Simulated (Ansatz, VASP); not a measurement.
**LaB6 in VASP and in Ansatz**

Contents of POSCAR:

```
LaB6
1.0
    4.1523441329      0.0000000000      0.0000000000
    0.0000000000      4.1523441329      0.0000000000
    0.0000000000      0.0000000000      4.1523441329
La B
1 6
Direct
    0.0000000000      0.0000000000      0.0000000000
    0.2000751123      0.5000000000      0.5000000000
    0.7999248877      0.5000000000      0.5000000000
    0.5000000000      0.5000000000      0.2000751123
    0.5000000000      0.5000000000      0.7999248877
    0.5000000000      0.2000751123      0.5000000000
    0.5000000000      0.7999248877      0.5000000000
```

Contents of INCAR.step1:

```
SYSTEM = LaB6
ALGO = Normal
EDIFF = 1E-4
ENCUT = 520
GGA = PE
ISMEAR = 0
LASPH = .TRUE.
LCHARG = .FALSE.
LREAL = .FALSE.
LWAVE = .TRUE.
NBANDS = 24
NELM = 60
PREC = Accurate
SIGMA = 0.05
```

Contents of INCAR.step2:

```
SYSTEM = LaB6
ALGO = Normal
EDIFF = 1E-6
ENCUT = 520
ISIF = 2
ISMEAR = 0
ISTART = 1
LASPH = .TRUE.
LCHARG = .TRUE.
LELF = .TRUE.
LMIXTAU = .TRUE.
LREAL = .FALSE.
LVHAR = .TRUE.
LWAVE = .FALSE.
METAGGA = R2SCAN
NBANDS = 24
NELM = 60
PREC = Accurate
SIGMA = 0.05
```

The input KPOINTS:

```
k-points
0
G
  8 8 8
  0 0 0
```

Input for Ansatz:

```yaml
crystal:
  lattice:
    - [4.1523441329, 0.0, 0.0]
    - [0.0, 4.1523441329, 0.0]
    - [0.0, 0.0, 4.1523441329]
  atoms:
    - { symbol: La, position: [0.0, 0.0, 0.0] }
    - { symbol: B, position: [0.2000751123, 0.5, 0.5] }
    - { symbol: B, position: [0.7999248877, 0.5, 0.5] }
    - { symbol: B, position: [0.5, 0.5, 0.2000751123] }
    - { symbol: B, position: [0.5, 0.5, 0.7999248877] }
    - { symbol: B, position: [0.5, 0.2000751123, 0.5] }
    - { symbol: B, position: [0.5, 0.7999248877, 0.5] }
basis:
  ecutwfc: "700 eV"
  ecutrho_ratio: 4
kpoints:
  mp_grid: { grid: [8, 8, 8] }
hamiltonian:
  xc: r2scan
scf:
  occupations: { method: gaussian, width: 0.05 }
  convergence: { dr2_threshold: 1.0e-06 }
output:
  forces: true
  stress: true
```

Alike in both runs: task single point; functional r2SCAN; k mesh 8 × 8 × 8; occupations gaussian, width 0.05 eV; no spin polarisation.

|  | VASP | Ansatz |
| --- | --- | --- |
| version | VASP 6.6.1 | Ansatz 0.2.0 |
| potentials or method | VASP PAW PBE potentials, release 64 (La, B), cutoff 520 eV | scalar-relativistic, plane waves, PAW |
| valence electrons in the cell | 29 | 29 |

|  | VASP | Ansatz | Ansatz less VASP |
| --- | --- | --- | --- |
| pressure (GPa) | 0.0 | 0.0 | 0.00 |
| rms of the force components (eV/Å) | 0.014 | 0.002 | -0.0120 |

VASP's potentials were made for PBE, not for r2SCAN. Atom by atom the forces differ by 0.012 eV/Å (rms over components). Ansatz's warnings: force scf threshold loose, stress scf threshold loose.

Spin-orbit coupling is off throughout.
